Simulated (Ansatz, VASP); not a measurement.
## Two plane-wave programs on AlNi

The input INCAR:

```
PREC = Accurate
ENCUT = 520
EDIFF = 1E-6
ISMEAR = 0
SIGMA = 0.15
LREAL = False
LASPH = True
NELM = 60
ALGO = Fast
ISIF = 2
LWAVE = False
LCHARG = False
GGA = PS
NBANDS = 14
```

Contents of KPOINTS:

```
Automatic mesh
0
Gamma
  20 20 20
```

POSCAR

```
AlNi
1.0
    3.0768279680      0.0000000000      0.0000000000
    0.0000000000      3.0768279680      0.0000000000
    0.0000000000      0.0000000000      2.8621655516
Al Ni
1 1
Direct
    0.0000000000      0.0000000000      0.0000000000
    0.5000000000      0.5000000000      0.5000000000
```

Input for Ansatz:

```yaml
crystal:
  lattice:
    - [3.076827968, 0.0, 0.0]
    - [0.0, 3.076827968, 0.0]
    - [0.0, 0.0, 2.8621655516]
  atoms:
    - { symbol: Al, position: [0.0, 0.0, 0.0] }
    - { symbol: Ni, position: [0.5, 0.5, 0.5] }
basis:
  ecutwfc: 420
kpoints:
  mp_grid: { grid: [20, 20, 20] }
hamiltonian:
  xc: pbesol
scf:
  occupations: { method: gaussian, width: 0.15 }
output:
  forces: true
  stress: true
  eigenvalues: true
```

Change from the starting cell: strain +0.0750 x Voigt [1, 1, 0, 0, 0, 0], atoms carried along.

Alike in both runs: task single point; functional PBEsol; k mesh 20 × 20 × 20; occupations gaussian, width 0.15 eV; no spin polarisation.

|  | VASP | Ansatz |
| --- | --- | --- |
| version | VASP 6.6.1 | Ansatz 0.2.0 |
| potentials or method | VASP PAW PBE potentials, release 64 (Al, Ni), cutoff 520 eV | scalar-relativistic, plane waves, PAW |
| valence electrons in the cell | 13 | 21 |

|  | VASP | Ansatz | Ansatz less VASP |
| --- | --- | --- | --- |
| gap on the k mesh at the Fermi level (eV) | none | none | - |
| pressure (GPa) | -18.0 | -18.0 | +0.02 |
| traceless stress, the component that is largest in VASP (GPa) | 3.02 | 2.94 | -0.078 |

VASP's potentials were made for PBE, not for PBEsol. A gap of «none» marks a metal or a gap that the smearing closes. With one functional, cell and mesh, what is left measures potentials, basis and numerics. VASP's potentials hold 13 valence electrons a cell and Ansatz's 21, so a difference there can come from the potentials and not from the codes.
